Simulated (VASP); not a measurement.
# ErO (Pm-3m) in VASP: further runs

Runs on ErO. Level: PBE. Tasks: single point.

All numbers are computed with VASP 6.6.1; they aren't measurements. Logs are shortened: lines on timing, memory, paths and dates and some standing lists are left out, and cuts for length are marked.

## 1. The cell of the first run

It takes space group Pm-3m (No. 221, cubic). The conventional cell has a = 2.929 Å, b = 2.929 Å, c = 2.929 Å, α = 90.00°, β = 90.00°, γ = 90.00°. Er (site symmetry m-3m) has 8 O at 2.54 Å and 6 Er at 2.93 Å within 3.3 Å. O (site symmetry m-3m) has 8 Er at 2.54 Å and 6 O at 2.93 Å within 3.3 Å.

The cell was built from a structure type or drawn by symmetry, and may not be a known phase.

## 2. Single point, PBE

The input, INCAR:

```
SYSTEM = ErO
ALGO     = Normal         ! electronic algorithm
EDIFF    = 1E-6           ! SCF threshold, eV
ENCUT    = 600            ! plane-wave cutoff, eV
GGA      = PE             ! functional
GGA_COMPAT= .FALSE.      
ISIF     = 2              ! what is computed and relaxed
ISMEAR   = 0              ! smearing method
LASPH    = .TRUE.         ! aspherical terms in the spheres
LCHARG   = .FALSE.        ! write CHGCAR
LMAXMIX  = 6              ! l up to which the mixer works
LREAL    = .FALSE.        ! projectors in reciprocal space
LWAVE    = .FALSE.        ! write WAVECAR
NBANDS   = 14             ! bands
NELM     = 200            ! most SCF steps
PREC     = Accurate       ! precision mode
SIGMA    = 0.1            ! smearing width, eV
```

The input, KPOINTS:

```
k-points
0
G
  6 6 6
  0 0 0
```

The input, POSCAR:

```
ErO
1.0
    2.9293745835      0.0000000000      0.0000000000
    0.0000000000      2.9293745835      0.0000000000
    0.0000000000      0.0000000000      2.9293745835
Er O
1 1
Direct
    0.5000000000      0.5000000000      0.5000000000
    0.0000000000      0.0000000000      0.0000000000
```

Potentials or basis: VASP PAW PBE potentials, release 64 (Er_3, O), 4f in core.

Launch:

```sh
cat potpaw_PBE.64/Er_3/POTCAR potpaw_PBE.64/O/POTCAR > POTCAR
mpirun -np 1 vasp_std > vasp.out
```

OUTCAR:

```text
SYSTEM = ErO
   EDIFF = 1E-6
   ENCUT = 600
   GGA = PE
   ISIF = 2
   ISMEAR = 0
   LASPH = .TRUE.
   LREAL = .FALSE.
   NELM = 200
   PREC = Accurate

 ion  position               nearest neighbor table
   1  0.500  0.500  0.500-   2 2.54   2 2.54   2 2.54   2 2.54   2 2.54   2 2.54   2 2.54   2 2.54

   2  0.000  0.000  0.000-   1 2.54   1 2.54   1 2.54   1 2.54   1 2.54   1 2.54   1 2.54   1 2.54

  LATTYP: Found a simple cubic cell.
 ALAT       =     2.9293745835

  Lattice vectors:

 A1 = (   2.9293745835,   0.0000000000,   0.0000000000)
 A2 = (   0.0000000000,   2.9293745835,   0.0000000000)
 A3 = (   0.0000000000,   0.0000000000,   2.9293745835)

Analysis of symmetry for initial positions (statically):
=====================================================================
 Subroutine PRICEL returns:
 Original cell was already a primitive cell.

 Routine SETGRP: Setting up the symmetry group for a
 simple cubic supercell.

 Subroutine GETGRP returns: Found 48 space group operations
 (whereof 48 operations were pure point group operations)
 out of a pool of 48 trial point group operations.

The static configuration has the point symmetry O_h .

Analysis of symmetry for dynamics (positions and initial velocities):
=====================================================================
 Subroutine PRICEL returns:
 Original cell was already a primitive cell.

 Routine SETGRP: Setting up the symmetry group for a
 simple cubic supercell.

 Subroutine GETGRP returns: Found 48 space group operations
 (whereof 48 operations were pure point group operations)
 out of a pool of 48 trial point group operations.

The dynamic configuration has the point symmetry O_h .

 Subroutine INISYM returns: Found 48 space group operations
 (whereof 48 operations are pure point group operations),
 and found     1 'primitive' translations

----------------------------------------------------------------------------------------

                                     Primitive cell

  volume of cell :      25.1377

  direct lattice vectors                    reciprocal lattice vectors
     2.929374584  0.000000000  0.000000000     0.341369795  0.000000000  0.000000000
     0.000000000  2.929374584  0.000000000     0.000000000  0.341369795  0.000000000
     0.000000000  0.000000000  2.929374584     0.000000000  0.000000000  0.341369795

  length of vectors
     2.929374584  2.929374584  2.929374584     0.341369795  0.341369795  0.341369795

  position of ions in fractional coordinates (direct lattice)
     0.500000000  0.500000000  0.500000000
     0.000000000  0.000000000  0.000000000

  ion indices of the primitive-cell ions
   primitive index   ion index
                 1           1
                 2           2

----------------------------------------------------------------------------------------

 KPOINTS: k-points

Automatic generation of k-mesh.
 Grid dimensions read from file:
 generate k-points for:    6    6    6

 Generating k-lattice:

  Cartesian coordinates                     Fractional coordinates (reciprocal lattice)
     0.056894966  0.000000000  0.000000000     0.166666667  0.000000000  0.000000000
     0.000000000  0.056894966  0.000000000     0.000000000  0.166666667  0.000000000
     0.000000000  0.000000000  0.056894966     0.000000000  0.000000000  0.166666667

  Length of vectors
     0.056894966  0.056894966  0.056894966

  Shift w.r.t. Gamma in fractional coordinates (k-lattice)
     0.000000000  0.000000000  0.000000000

 Subroutine IBZKPT returns following result:
 ===========================================

 Found     20 irreducible k-points:

 Following reciprocal coordinates:
            Coordinates               Weight
  0.000000  0.000000  0.000000      1.000000
  0.166667  0.000000  0.000000      6.000000
  0.333333  0.000000  0.000000      6.000000
  0.500000  0.000000  0.000000      3.000000
  0.166667  0.166667  0.000000     12.000000
  0.333333  0.166667  0.000000     24.000000
[... 12 lines left out ...]
  0.500000  0.500000  0.333333      6.000000
  0.500000  0.500000  0.500000      1.000000
   k-points           NKPTS =     20   k-points in BZ     NKDIM =     20   number of bands    NBANDS=     14
   number of dos      NEDOS =    301   number of ions     NIONS =      2
   total plane-waves  NPLWV =  13824
   dimension x,y,z NGX =    24 NGY =   24 NGZ =   24
   dimension x,y,z NGXF=    48 NGYF=   48 NGZF=   48
   ions per type =               1   1
   NGX,Y,Z   is equivalent  to a cutoff of  13.62, 13.62, 13.62 a.u.
   NGXF,Y,Z  is equivalent  to a cutoff of  27.24, 27.24, 27.24 a.u.
 SYSTEM =  ErO
   PREC   = accura    normal or accurate (medium, high low for compatibility)
   ISTART =      0    job   : 0-new  1-cont  2-samecut
   ICHARG =      2    charge: 1-file 2-atom 10-const
   ISPIN  =      1    spin polarized calculation?
   LNONCOLLINEAR =      F non collinear calculations
   LSORBIT =      F    spin-orbit coupling
   LASPH  =      T    aspherical Exc in radial PAW
   ENCUT  =  600.0 eV  44.10 Ry    6.64 a.u.   5.85  5.85  5.85*2*pi/ulx,y,z
   NELM   =    200;   NELMIN=  2; NELMDL= -5     # of ELM steps
   EDIFF  = 0.1E-05   stopping-criterion for ELM
   LREAL  =      F    real-space projection
   EDIFFG = 0.1E-04   stopping-criterion for IOM
   NSW    =      0    number of steps for IOM
   IBRION =     -1    ionic relax: 0-MD 1-quasi-New 2-CG
   NFREE  =      0    steps in history (QN), initial steepest desc. (CG)
   ISIF   =      2    stress and relaxation
   ISYM   =      2    0-nonsym 1-usesym 2-fastsym
   POTIM  = 0.5000    time-step for ionic-motion
   TEBEG  =    0.0;   TEEND  =   0.0 temperature during run
   PSTRESS=    0.0 pullay stress
   NELECT =      15.0000    total number of electrons
   NUPDOWN=      -1.0000    fix difference up-down
   EMIN   =  10.00;   EMAX   =-10.00  energy-range for DOS
   EFERMI =   0.00;   METHOD = LEGACY
   ISMEAR =     0;   SIGMA  =   0.10  broadening in eV -4-tet -1-fermi 0-gaus
   EFERMI_NEDOS =   21; number of points for ismear=-14 and -15
   IALGO  =     38    algorithm
   IMIX   =      4    mixing-type and parameters
     AMIX     =   0.40;   BMIX     =  1.00
     AMIX_MAG =   1.60;   BMIX_MAG =  1.00
  volume/ion in A,a.u.               =      12.57        84.82
  Fermi-wavevector in a.u.,A,eV,Ry     =   1.378257  2.604529 25.845539  1.899594
  Thomas-Fermi vector in A             =   2.503336
   LORBIT       =      0    0 simple, 1 ext, 2 COOP (PROOUT), +10 PAW based schemes
   GGA     = PE    functional components
   LHFCALC =     F    Hartree Fock is set to
   AEXX    =    0.0000 exact exchange contribution
   IVDW    =     0    specifies the selected vdW correction
   LEPSILON=     F    determine dielectric tensor
   LRPA    =     F    only Hartree local field effects (RPA)
 non-spin polarized calculation
 Gauss-broadening in eV      SIGMA  =   0.10
  energy-cutoff  :      600.00
  volume of cell :       25.14
 maximum number of plane-waves:       848
 NGX is ok and might be reduce to    24
   NGX = 11   NGY = 11   NGZ = 11

 number of electron      14.9999995 magnetization

 Free energy of the ion-electron system (eV)
  ---------------------------------------------------
  ext. energy  EPLUGINS =         0.00000000
  ---------------------------------------------------
  free energy    TOTEN  =       -13.68470804 eV

  energy without entropy =      -13.67882690  energy(sigma->0) =      -13.68176747

 E-fermi :   7.2434     XC(G=0): -12.2106

 val. band max:        7.2354948209   @ k =   0.1667   0.1667   0.0000
 cond. band min:       7.3123961688   @ k =   0.1667   0.1667   0.1667
 fundamental gap:      0.0769013479
 Fermi energy:         7.2434400242

 k-point     1 :       0.0000    0.0000    0.0000
  band No.  band energies     occupation
      1     -17.6544      2.00000
      2     -17.6544      2.00000
      3     -17.6544      2.00000
      4     -13.5636      2.00000
      5       2.7116      2.00000
      6       2.7116      2.00000
      7       2.7116      2.00000
      8       4.9342      2.00000
      9       4.9342      2.00000
     10       7.1768      1.65411
     11      13.9114      0.00000
     12      13.9114      0.00000
     13      13.9114      0.00000
     14      24.5097      0.00000

 k-point     2 :       0.1667    0.0000    0.0000
  band No.  band energies     occupation
      1     -18.2494      2.00000
      2     -17.6092      2.00000
      3     -17.6092      2.00000
      4     -13.1384      2.00000
      5       1.3038      2.00000
      6       2.5307      2.00000
      7       2.5307      2.00000
      8       5.1981      2.00000
      9       6.4802      2.00000
     10       8.5628      0.00000
     11      13.4995      0.00000
     12      13.4995      0.00000
     13      14.0650      0.00000
     14      21.1339      0.00000

 k-point     3 :       0.3333    0.0000    0.0000
  band No.  band energies     occupation
      1     -19.2109      2.00000
      2     -17.5174      2.00000
      3     -17.5174      2.00000
      4     -12.4485      2.00000
      5      -0.4885      2.00000
      6       2.1524      2.00000
      7       2.1524      2.00000
      8       5.8102      2.00000
      9       9.3309      0.00000
     10      11.4472      0.00000
     11      12.9494      0.00000
     12      12.9494      0.00000
     13      14.3945      0.00000
     14      17.8714      0.00000

 k-point     4 :       0.5000    0.0000    0.0000
  band No.  band energies     occupation
      1     -19.6249      2.00000
      2     -17.4707      2.00000
      3     -17.4707      2.00000
      4     -12.1348      2.00000
      5      -1.2209      2.00000
      6       1.9566      2.00000
      7       1.9566      2.00000
      8       6.1764      2.00000
      9      10.4755      0.00000
     10      12.7709      0.00000
     11      12.7709      0.00000
     12      14.3634      0.00000
     13      14.5722      0.00000
     14      16.5988      0.00000

 k-point     5 :       0.1667    0.1667    0.0000
  band No.  band energies     occupation
      1     -18.2914      2.00000
      2     -18.0301      2.00000
      3     -17.5660      2.00000
      4     -12.8718      2.00000
      5       0.9937      2.00000
      6       1.9881      2.00000
      7       2.4537      2.00000
      8       6.0225      2.00000
      9       7.2355      1.08946
     10       9.1616      0.00000
     11      12.8145      0.00000
[... 208 lines left out ...]
 k-point    18 :       0.5000    0.3333    0.3333
  band No.  band energies     occupation
      1     -18.9272      2.00000
      2     -18.5216      2.00000
      3     -18.4584      2.00000
      4     -12.4955      2.00000
      5      -0.2674      2.00000
      6      -0.1147      2.00000
      7       0.6861      2.00000
      8      10.1768      0.00000
      9      10.9573      0.00000
     10      11.6953      0.00000
     11      11.8549      0.00000
     12      13.4097      0.00000
     13      17.6674      0.00000
     14      18.9107      0.00000

 k-point    19 :       0.5000    0.5000    0.3333
  band No.  band energies     occupation
      1     -18.8303      2.00000
      2     -18.8303      2.00000
      3     -18.4238      2.00000
      4     -12.4468      2.00000
      5      -0.3973      2.00000
      6      -0.3973      2.00000
      7      -0.1556      2.00000
      8      11.0709      0.00000
      9      11.5489      0.00000
     10      11.5489      0.00000
     11      11.9944      0.00000
     12      17.1280      0.00000
     13      17.7327      0.00000
     14      17.7327      0.00000

 k-point    20 :       0.5000    0.5000    0.5000
  band No.  band energies     occupation
      1     -18.7570      2.00000
      2     -18.7570      2.00000
      3     -18.7570      2.00000
      4     -12.2969      2.00000
      5      -0.8550      2.00000
      6      -0.8550      2.00000
      7      -0.8550      2.00000
      8      11.9240      0.00000
      9      11.9240      0.00000
     10      11.9240      0.00000
     11      17.2173      0.00000
     12      17.2175      0.00000
     13      17.3482      0.00000
     14      17.3482      0.00000

------------------------ aborting loop because EDIFF is reached ----------------------------------------

  FORCE on cell =-STRESS in cart. coord.  units (eV):
  Direction    XX          YY          ZZ          XY          YZ          ZX
  --------------------------------------------------------------------------------------
  -------------------------------------------------------------------------------------
  Total        0.0887986      0.0887986      0.0887986     -0.0000000     -0.0000000      0.0000000
  in kB        5.6596798      5.6596798      5.6596798     -0.0000000     -0.0000000      0.0000000
  external PRESSURE =       5.6596798 kB  Pullay stress =       0.0000000 kB

 VOLUME and BASIS-vectors are now :
 -----------------------------------------------------------------------------
  energy-cutoff  :      600.00
  volume of cell :       25.14
      direct lattice vectors                 reciprocal lattice vectors
     2.929374584  0.000000000  0.000000000     0.341369795  0.000000000  0.000000000
     0.000000000  2.929374584  0.000000000     0.000000000  0.341369795  0.000000000
     0.000000000  0.000000000  2.929374584     0.000000000  0.000000000  0.341369795

 POSITION                                       TOTAL-FORCE (eV/Angst)
 -----------------------------------------------------------------------------------
      1.46469      1.46469      1.46469         0.000000      0.000000      0.000000
      0.00000      0.00000      0.00000         0.000000      0.000000      0.000000
 -----------------------------------------------------------------------------------
    total drift:                                0.000000      0.000000     -0.000000

  FREE ENERGIE OF THE ION-ELECTRON SYSTEM (eV)
  ---------------------------------------------------
  free  energy   TOTEN  =       -13.6847080424 eV

  energy  without entropy=      -13.6788269018  energy(sigma->0) =      -13.68176747
```

Run time: 5.1 s. Hardware: 1 thread of Intel Xeon Platinum 8488C (Sapphire Rapids), shared host; peak memory 0.14 GiB.

What came out:

| Item | Value |
| --- | --- |
| Free energy | -13.6847 eV |
| Pressure | 0.6 GPa |
| Band gap on the k mesh | zero (an odd number of electrons rules out a gap without spin polarisation) |

Levels at points of the mesh, in eV from the Fermi level:
| k point | band 3 | band 4 | band 5 | band 6 | band 7 | band 8 | band 9 | band 10 | band 11 | band 12 |
| --- | --- | --- | --- | --- | --- | --- | --- | --- | --- | --- |
| (0.00, 0.00, 0.00) | -24.90 | -20.81 | -4.53 | -4.53 | -4.53 | -2.31 | -2.31 | -0.07 | 6.67 | 6.67 |
| (0.50, 0.00, 0.00) | -24.71 | -19.38 | -8.46 | -5.29 | -5.29 | -1.07 | 3.23 | 5.53 | 5.53 | 7.12 |
| (0.50, 0.50, 0.00) | -24.56 | -20.09 | -6.06 | -6.06 | -4.38 | -1.03 | 0.38 | 3.25 | 3.25 | 9.63 |
| (0.50, 0.50, 0.50) | -26.00 | -19.54 | -8.10 | -8.10 | -8.10 | 4.68 | 4.68 | 4.68 | 9.97 | 9.97 |

Caveat: spin-orbit coupling is left out, which moves the levels of the heavy elements; the 4f electrons are frozen in the core, so they carry no moment and show no levels; an odd number of electrons without spin polarisation forces a metal; a magnetic or distorted state may lie lower; the run has no spin polarisation, though such a crystal can be magnetic.

## 3. Single point, PBE

This run uses another cell than the first one, of 15.79 Å³/atom.

The input, INCAR:

```
SYSTEM = ErO
  PREC = Accurate
  ENCUT = 600
  EDIFF = 1E-6
  ISMEAR = 0
  SIGMA = 0.1
  LREAL = .FALSE.
  LASPH = .TRUE.
  NELM = 200
  ALGO = Normal
  ISIF = 2
  LWAVE = .FALSE.
  LCHARG = .FALSE.
  GGA = PE
  NBANDS = 14
  GGA_COMPAT = .FALSE.
  LMAXMIX = 6
```

The input, KPOINTS:

```
Automatic mesh
0
G
  6 6 6
  0 0 0
```

The input, POSCAR:

```
ErO
1.0
    3.1609030600      0.0000000000      0.0000000000
    0.0000000000      3.1609030600      0.0000000000
    0.0000000000      0.0000000000      3.1609030600
Er O
1 1
Direct
    0.5000000000      0.5000000000      0.5000000000
    0.0000000000      0.0000000000      0.0000000000
```

Potentials or basis: VASP PAW PBE potentials, release 64 (Er_3, O), 4f in core.

Launch:

```sh
cat potpaw_PBE.64/Er_3/POTCAR potpaw_PBE.64/O/POTCAR > POTCAR
mpirun -np 1 vasp_std > vasp.out
```

Run time: 9.1 s. Hardware: 1 thread of Intel Xeon Platinum 8488C (Sapphire Rapids), shared host; peak memory 0.16 GiB.

It converged, with:

```
Free energy            : -13.2272 eV
Pressure               : -18.5 GPa
Band gap on the k mesh : zero (an odd number of electrons rules out a gap without spin polarisation)
```

Levels at points of the mesh, in eV from the Fermi level:
```csv
k point,band 4,band 5,band 6,band 7,band 8,band 9,band 10,band 11
"(0.00, 0.00, 0.00)",-19.46,-3.90,-3.90,-3.90,-1.64,-1.63,-1.63,5.33
"(0.50, 0.00, 0.00)",-18.78,-7.14,-4.33,-4.33,-0.72,2.16,4.36,4.36
"(0.50, 0.50, 0.00)",-18.95,-5.27,-5.27,-3.67,-1.01,0.18,2.83,2.83
"(0.50, 0.50, 0.50)",-18.65,-6.46,-6.46,-6.46,3.57,3.57,3.57,7.52
```

Caveat: the cell stands under tension; spin-orbit coupling is left out, which moves the levels of the heavy elements; the 4f electrons are frozen in the core, so they carry no moment and show no levels; an odd number of electrons without spin polarisation forces a metal; a magnetic or distorted state may lie lower; the run has no spin polarisation, though such a crystal can be magnetic. With open d or f shells a metallic result of PBE can be an artefact of self-interaction; +U or a hybrid may open a gap.
